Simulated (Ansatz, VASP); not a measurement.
Cd3Se2S in VASP and in Ansatz

```xyz
6
Lattice="4.1546 0.0000 0.0000 -2.0773 3.5979 0.0000 0.0000 0.0000 10.1765" Properties=species:S:1:pos:R:3 pbc="T T T"
Cd    0.0000    0.0000    0.0000
Cd    2.0773    1.1993    3.3922
Cd    0.0000    2.3986    6.7844
Se    2.0773    1.1993    0.8480
Se    0.0000    0.0000    7.6324
S     0.0000    2.3986    4.2402
```

Alike in both runs: task relaxation of cell and atoms; functional PBE; k mesh 6 × 6 × 2; occupations gaussian, width 0.1 eV; no spin polarisation.

|  | VASP | Ansatz |
| --- | --- | --- |
| version | VASP 6.6.1 | Ansatz 0.2.0 |
| potentials or method | VASP PAW PBE potentials, release 64 (Cd, Se, S), cutoff 600 eV | scalar-relativistic, plane waves, PAW |
| valence electrons in the cell | 54 | 98 |

|  | VASP | Ansatz | Ansatz less VASP |
| --- | --- | --- | --- |
| gap on the k mesh at the Fermi level, each at its own relaxed structure (eV) | 0.55 | 0.55 | +0.002 |
| relaxed volume (Å³/atom) | 28.60 | 28.61 | +0.008 |
| relaxed length of the cell vector where the two differ most in proportion (Å) | 4.325 | 4.326 | +0.0006 |

VASP's potentials hold 54 valence electrons a cell and Ansatz's 98, so a difference there can come from the potentials and not from the codes.
